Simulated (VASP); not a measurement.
# Al2Cu (P4/mmm) in VASP: notebook

Al2Cu is run at these levels: PBEsol; tasks: single point, relaxation of volume and atoms at fixed shape.

All numbers are computed with VASP 6.6.1; they aren't measurements. Logs are shortened: lines on timing, memory, paths and dates and some standing lists are left out, and cuts for length are marked.

## 1. The cell of the first run

The structure is tetragonal, space group P4/mmm (No. 123). The conventional cell has a = 4.069 Å, b = 4.069 Å, c = 2.866 Å, α = 90.00°, β = 90.00°, γ = 90.00°. Al (site symmetry mmm) has 4 Cu at 2.49 Å and 6 Al at 2.87 to 2.88 Å within 3.3 Å. Cu (site symmetry 4/mmm) has 8 Al at 2.49 Å and 2 Cu at 2.87 Å within 3.3 Å.

## 2. Single point, PBEsol

File INCAR:

```
PREC = Accurate
ENCUT = 520
EDIFF = 1E-6
ISMEAR = 1
SIGMA = 0.1
LREAL = False
LASPH = True
NELM = 100
ALGO = Normal
ISIF = 2
LWAVE = False
LCHARG = True
GGA = PS
LELF = True
LVHAR = True
NBANDS = 16
```

File KPOINTS:

```
regular mesh
0
Gamma
  11 11 16
```

File POSCAR:

```
Al2Cu
1.0
    4.0694282509      0.0000000000      0.0000000000
    0.0000000000      4.0694282509      0.0000000000
    0.0000000000      0.0000000000      2.8661313444
Al Cu
2 1
Direct
    0.5000000000      0.0000000000      0.5000000000
    0.0000000000      0.5000000000      0.5000000000
    0.0000000000      0.0000000000      0.0000000000
```

Potentials or basis: VASP PAW PBE potentials, release 64 (Al, Cu).

Command:

```
$ cat potpaw_PBE.64/Al/POTCAR potpaw_PBE.64/Cu/POTCAR > POTCAR
$ mpirun -np 1 vasp_std > vasp.out
```

OUTCAR:

```text
PREC = Accurate
   ENCUT = 520
   EDIFF = 1E-6
   ISMEAR = 1
   LREAL = False
   LASPH = True
   NELM = 100
   ISIF = 2
   GGA = PS

 ion  position               nearest neighbor table
   1  0.500  0.000  0.500-   3 2.49   3 2.49   3 2.49   3 2.49   2 2.88   2 2.88   2 2.88   2 2.88

   2  0.000  0.500  0.500-   3 2.49   3 2.49   3 2.49   3 2.49   1 2.88   1 2.88   1 2.88   1 2.88

   3  0.000  0.000  0.000-   1 2.49   2 2.49   1 2.49   2 2.49   2 2.49   2 2.49   1 2.49   1 2.49

  LATTYP: Found a simple tetragonal cell.
 ALAT       =     4.0694282509
 C/A-ratio  =     0.7043081160

  Lattice vectors:

 A1 = (   4.0694282509,   0.0000000000,   0.0000000000)
 A2 = (   0.0000000000,   4.0694282509,   0.0000000000)
 A3 = (   0.0000000000,   0.0000000000,   2.8661313444)

Analysis of symmetry for initial positions (statically):
=====================================================================
 Subroutine PRICEL returns:
 Original cell was already a primitive cell.

 Routine SETGRP: Setting up the symmetry group for a
 simple tetragonal supercell.

 Subroutine GETGRP returns: Found 16 space group operations
 (whereof 16 operations were pure point group operations)
 out of a pool of 16 trial point group operations.

The static configuration has the point symmetry D_4h.

Analysis of symmetry for dynamics (positions and initial velocities):
=====================================================================
 Subroutine PRICEL returns:
 Original cell was already a primitive cell.

 Routine SETGRP: Setting up the symmetry group for a
 simple tetragonal supercell.

 Subroutine GETGRP returns: Found 16 space group operations
 (whereof 16 operations were pure point group operations)
 out of a pool of 16 trial point group operations.

The dynamic configuration has the point symmetry D_4h.

 Subroutine INISYM returns: Found 16 space group operations
 (whereof 16 operations are pure point group operations),
 and found     1 'primitive' translations

----------------------------------------------------------------------------------------

                                     Primitive cell

  volume of cell :      47.4638

  direct lattice vectors                    reciprocal lattice vectors
     4.069428251  0.000000000  0.000000000     0.245734766  0.000000000  0.000000000
     0.000000000  4.069428251  0.000000000     0.000000000  0.245734766  0.000000000
     0.000000000  0.000000000  2.866131344     0.000000000  0.000000000  0.348902363

  length of vectors
     4.069428251  4.069428251  2.866131344     0.245734766  0.245734766  0.348902363

  position of ions in fractional coordinates (direct lattice)
     0.500000000  0.000000000  0.500000000
     0.000000000  0.500000000  0.500000000
     0.000000000  0.000000000  0.000000000

  ion indices of the primitive-cell ions
   primitive index   ion index
                 1           1
                 2           2
                 3           3

----------------------------------------------------------------------------------------

 KPOINTS: regular mesh

Automatic generation of k-mesh.
 Grid dimensions read from file:
 generate k-points for:   11   11   16

 Generating k-lattice:

  Cartesian coordinates                     Fractional coordinates (reciprocal lattice)
     0.022339524  0.000000000  0.000000000     0.090909091  0.000000000  0.000000000
     0.000000000  0.022339524  0.000000000     0.000000000  0.090909091  0.000000000
     0.000000000  0.000000000  0.021806398     0.000000000  0.000000000  0.062500000

  Length of vectors
     0.022339524  0.022339524  0.021806398

  Shift w.r.t. Gamma in fractional coordinates (k-lattice)
     0.000000000  0.000000000  0.000000000

 Subroutine IBZKPT returns following result:
 ===========================================

 Found    189 irreducible k-points:

 Following reciprocal coordinates:
            Coordinates               Weight
  0.000000  0.000000  0.000000      1.000000
  0.090909  0.000000  0.000000      4.000000
  0.181818  0.000000  0.000000      4.000000
  0.272727  0.000000  0.000000      4.000000
  0.363636  0.000000  0.000000      4.000000
  0.454545  0.000000  0.000000      4.000000
[... 16 lines left out ...]
  0.090909  0.000000  0.062500      8.000000
  0.181818  0.000000  0.062500      8.000000
 [... further k-points ...]
   k-points           NKPTS =    189   k-points in BZ     NKDIM =    189   number of bands    NBANDS=     16
   number of dos      NEDOS =    301   number of ions     NIONS =      3
   total plane-waves  NPLWV =  21600
   dimension x,y,z NGX =    30 NGY =   30 NGZ =   24
   dimension x,y,z NGXF=    60 NGYF=   60 NGZF=   48
   ions per type =               2   1
   NGX,Y,Z   is equivalent  to a cutoff of  12.26, 12.26, 13.92 a.u.
   NGXF,Y,Z  is equivalent  to a cutoff of  24.51, 24.51, 27.84 a.u.
 SYSTEM =  unknown system
   PREC   = accura    normal or accurate (medium, high low for compatibility)
   ISTART =      0    job   : 0-new  1-cont  2-samecut
   ICHARG =      2    charge: 1-file 2-atom 10-const
   ISPIN  =      1    spin polarized calculation?
   LNONCOLLINEAR =      F non collinear calculations
   LSORBIT =      F    spin-orbit coupling
   LASPH  =      T    aspherical Exc in radial PAW
   ENCUT  =  520.0 eV  38.22 Ry    6.18 a.u.   7.57  7.57  5.33*2*pi/ulx,y,z
   NELM   =    100;   NELMIN=  2; NELMDL= -5     # of ELM steps
   EDIFF  = 0.1E-05   stopping-criterion for ELM
   LREAL  =      F    real-space projection
   EDIFFG = 0.1E-04   stopping-criterion for IOM
   NSW    =      0    number of steps for IOM
   IBRION =     -1    ionic relax: 0-MD 1-quasi-New 2-CG
   NFREE  =      0    steps in history (QN), initial steepest desc. (CG)
   ISIF   =      2    stress and relaxation
   ISYM   =      2    0-nonsym 1-usesym 2-fastsym
   POTIM  = 0.5000    time-step for ionic-motion
   TEBEG  =    0.0;   TEEND  =   0.0 temperature during run
   PSTRESS=    0.0 pullay stress
   NELECT =      17.0000    total number of electrons
   NUPDOWN=      -1.0000    fix difference up-down
   EMIN   =  10.00;   EMAX   =-10.00  energy-range for DOS
   EFERMI =   0.00;   METHOD = LEGACY
   ISMEAR =     1;   SIGMA  =   0.10  broadening in eV -4-tet -1-fermi 0-gaus
   EFERMI_NEDOS =   21; number of points for ismear=-14 and -15
   IALGO  =     38    algorithm
   IMIX   =      4    mixing-type and parameters
     AMIX     =   0.40;   BMIX     =  1.00
     AMIX_MAG =   1.60;   BMIX_MAG =  1.00
  volume/ion in A,a.u.               =      15.82       106.77
  Fermi-wavevector in a.u.,A,eV,Ry     =   1.162617  2.197028 18.390714  1.351679
  Thomas-Fermi vector in A             =   2.299177
   LORBIT       =      0    0 simple, 1 ext, 2 COOP (PROOUT), +10 PAW based schemes
   GGA     = PS    functional components
   LHFCALC =     F    Hartree Fock is set to
   AEXX    =    0.0000 exact exchange contribution
   IVDW    =     0    specifies the selected vdW correction
   LEPSILON=     F    determine dielectric tensor
   LRPA    =     F    only Hartree local field effects (RPA)
 non-spin polarized calculation
 Methfessel and Paxton  Order N= 1 SIGMA  =   0.10
  energy-cutoff  :      520.00
  volume of cell :       47.46
 maximum number of plane-waves:      1296
   NGX = 15   NGY = 15   NGZ = 11

 number of electron      16.9999983 magnetization

 Free energy of the ion-electron system (eV)
  ---------------------------------------------------
  ext. energy  EPLUGINS =         0.00000000
  ---------------------------------------------------
  free energy    TOTEN  =       -12.56493102 eV

  energy without entropy =      -12.56454265  energy(sigma->0) =      -12.56480156

 E-fermi :   7.3060     XC(G=0): -10.5954

 val. band max:        7.2829837164   @ k =   0.0909   0.0000   0.3125
 cond. band min:       7.3139721212   @ k =   0.0909   0.0000   0.2500
 fundamental gap:      0.0309884048
 Fermi energy:         7.3060240348

 k-point     1 :       0.0000    0.0000    0.0000
  band No.  band energies     occupation
      1      -3.3711      2.00000
      2       1.8156      2.00000
      3       2.3038      2.00000
      4       2.9921      2.00000
      5       3.1863      2.00000
      6       3.1863      2.00000
[... 8 lines left out ...]
     15      14.5042      0.00000
     16      20.0121      0.00000

 k-point     2 :       0.0909    0.0000    0.0000
  band No.  band energies     occupation
      1      -3.3002      2.00000
      2       1.7783      2.00000
      3       2.2873      2.00000
      4       2.9702      2.00000
      5       3.1837      2.00000
      6       3.1867      2.00000
[... 8 lines left out ...]
     15      15.5833      0.00000
     16      19.7202      0.00000

 k-point     3 :       0.1818    0.0000    0.0000
  band No.  band energies     occupation
      1      -3.0899      2.00000
      2       1.5822      2.00000
      3       2.2475      2.00000
      4       2.9165      2.00000
      5       3.1768      2.00000
      6       3.1878      2.00000
[... 8 lines left out ...]
     15      17.1864      0.00000
     16      19.0098      0.00000

 k-point     4 :       0.2727    0.0000    0.0000
  band No.  band energies     occupation
      1      -2.7495      2.00000
      2       1.0542      2.00000
      3       2.2264      2.00000
      4       2.8552      2.00000
      5       3.1415      2.00000
      6       3.1678      2.00000
[... 8 lines left out ...]
     15      18.1579      0.00000
     16      18.9269      0.00000
[... 324 lines left out ...]
 k-point    22 :       0.0000    0.0000    0.0625
  band No.  band energies     occupation
      1      -3.2989      2.00000
      2       1.8396      2.00000
      3       2.3316      2.00000
      4       2.9992      2.00000
      5       3.1126      2.00000
      6       3.1126      2.00000
[... 8 lines left out ...]
     15      15.6382      0.00000
     16      19.3038      0.00000

 k-point    23 :       0.0909    0.0000    0.0625
  band No.  band energies     occupation
      1      -3.2280      2.00000
      2       1.8030      2.00000
      3       2.3157      2.00000
      4       2.9760      2.00000
      5       3.1044      2.00000
      6       3.1171      2.00000
[... 8 lines left out ...]
     15      15.9987      0.00000
     16      18.8549      0.00000

 k-point    24 :       0.1818    0.0000    0.0625
  band No.  band energies     occupation
      1      -3.0180      2.00000
      2       1.6120      2.00000
      3       2.2762      2.00000
      4       2.9227      2.00000
      5       3.0759      2.00000
      6       3.1243      2.00000
[... 8 lines left out ...]
     15      17.2312      0.00000
     16      17.9971      0.00000

 [... further k-points ...]

------------------------ aborting loop because EDIFF is reached ----------------------------------------

  FORCE on cell =-STRESS in cart. coord.  units (eV):
  Direction    XX          YY          ZZ          XY          YZ          ZX
  --------------------------------------------------------------------------------------
  -------------------------------------------------------------------------------------
  Total        0.2521117      0.2521117     -0.3085579      0.0000000     -0.0000000      0.0000000
  in kB        8.5102182      8.5102182    -10.4156019      0.0000000     -0.0000000      0.0000000
  external PRESSURE =       2.2016115 kB  Pullay stress =       0.0000000 kB

 VOLUME and BASIS-vectors are now :
 -----------------------------------------------------------------------------
  energy-cutoff  :      520.00
  volume of cell :       47.46
      direct lattice vectors                 reciprocal lattice vectors
     4.069428251  0.000000000  0.000000000     0.245734766  0.000000000  0.000000000
     0.000000000  4.069428251  0.000000000     0.000000000  0.245734766  0.000000000
     0.000000000  0.000000000  2.866131344     0.000000000  0.000000000  0.348902363

 POSITION                                       TOTAL-FORCE (eV/Angst)
 -----------------------------------------------------------------------------------
      2.03471      0.00000      1.43307         0.000000      0.000000      0.000000
      0.00000      2.03471      1.43307         0.000000      0.000000      0.000000
      0.00000      0.00000      0.00000         0.000000      0.000000      0.000000
 -----------------------------------------------------------------------------------
    total drift:                                0.000000      0.000000      0.000000

  FREE ENERGIE OF THE ION-ELECTRON SYSTEM (eV)
  ---------------------------------------------------
  free  energy   TOTEN  =       -12.5649310152 eV

  energy  without entropy=      -12.5645426481  energy(sigma->0) =      -12.56480156
```

Run time: 2 min. Hardware: 1 thread of Intel Xeon Platinum 8259CL at 2.50GHz (Skylake/Cascade Lake), shared host; peak memory 0.26 GiB.

What came out:

* Free energy: -12.5649 eV
* Pressure: 0.2 GPa
* Band gap on the k mesh: zero (an odd number of electrons rules out a gap without spin polarisation)

Stress tensor (GPa, compression positive):
```
 0.85  0.00  0.00
 0.00  0.85  0.00
 0.00  0.00 -1.04
```

Levels at points of the mesh, in eV from the Fermi level:
```
           k point  band 6  band 7  band 8  band 9  band 10  band 11
(0.00, 0.00, 0.00)   -4.12   -2.40   -2.40    0.02     0.88     6.09
(0.00, 0.00, 0.50)   -4.13   -3.04    2.61    2.62     2.62     2.76
```

Caveat: the PAW data sets were made with another functional, which shifts forces and pressure a little.

## 3. Relaxation of volume and atoms at fixed shape, PBEsol

This run uses another cell than the first one, of 16.24 Å³/atom.

File INCAR:

```
SYSTEM = Al2Cu
PREC = Accurate ; ENCUT = 600
EDIFF = 1E-6 ; ISMEAR = 1
SIGMA = 0.1 ; LREAL = .False.
LASPH = .True. ; NELM = 60
ALGO = Normal ; ISIF = 8
LWAVE = .False. ; LCHARG = .False.
GGA = PS ; IBRION = 2
NSW = 60 ; EDIFFG = -0.02
```

File KPOINTS:

```
Automatic mesh
0
Gamma
  11 11 16
  0 0 0
```

File POSCAR:

```
Al2Cu
1.0
    4.1051820000      0.0000000000      0.0000000000
    0.0000000000      4.1051820000      0.0000000000
    0.0000000000      0.0000000000      2.8913130000
Al Cu
2 1
Direct
    0.5000000000      0.0000000000      0.5000000000
    0.0000000000      0.5000000000      0.5000000000
    0.0000000000      0.0000000000      0.0000000000
```

Potentials or basis: VASP PAW PBE potentials, release 64 (Al, Cu).

Command:

```
$ cat potpaw_PBE.64/Al/POTCAR potpaw_PBE.64/Cu/POTCAR > POTCAR
$ mpirun -np 1 vasp_std > vasp.out
```

It took 3.4 min on 1 thread of Intel Xeon Platinum 8259CL at 2.50GHz (Skylake/Cascade Lake), shared host; peak memory 0.3 GiB.

The run converged. Its results:

```
Free energy                           : -12.5655 eV
Relaxed volume                        : 15.87 Å³/atom
Relaxed cell                          : a = 4.074 Å, b = 4.074 Å, c = 2.869 Å, α = 90.00°, β = 90.00°, γ = 90.00°
Space group after relaxing (to 0.1 Å) : P4/mmm (No. 123)
Energy gained by relaxing             : 2.6 meV/atom
Ionic steps                           : 3
Pressure after relaxing               : 0.0 GPa
Band gap on the k mesh                : zero (an odd number of electrons rules out a gap without spin polarisation)
```

Stress tensor (GPa, compression positive):
```
 0.59  0.00  0.00
 0.00  0.59  0.00
 0.00  0.00 -1.30
```

Step by step:
```tsv
step	energy change (eV)	largest force (eV/Å)	pressure (GPa)	volume (Å³)
1	0.0000	0.0000	-2.25	48.73
2	-0.0064	0.0000	0.99	47.14
3	-0.0078	0.0000	-0.04	47.61
```

Final structure:
```yaml
crystal:
  lattice:
    - [4.07363, 0.00000, 0.00000]
    - [0.00000, 4.07363, 0.00000]
    - [0.00000, 0.00000, 2.86909]
  atoms:
    - { symbol: Al, position: [0.50000, 0.00000, 0.50000] }
    - { symbol: Al, position: [0.00000, 0.50000, 0.50000] }
    - { symbol: Cu, position: [0.00000, 0.00000, 0.00000] }
```

Levels at points of the mesh, in eV from the Fermi level:
| k point | band 4 | band 5 | band 6 | band 7 | band 8 | band 9 | band 10 | band 11 | band 12 |
| --- | --- | --- | --- | --- | --- | --- | --- | --- | --- |
| (0.00, 0.00, 0.00) | -4.30 | -4.11 | -4.11 | -2.39 | -2.39 | 0.01 | 0.88 | 6.08 | 6.30 |
| (0.00, 0.00, 0.50) | -5.11 | -4.83 | -4.12 | -3.04 | 2.60 | 2.61 | 2.61 | 2.76 | 2.76 |

Caveat: the PAW data sets were made with another functional, which shifts forces and pressure a little.
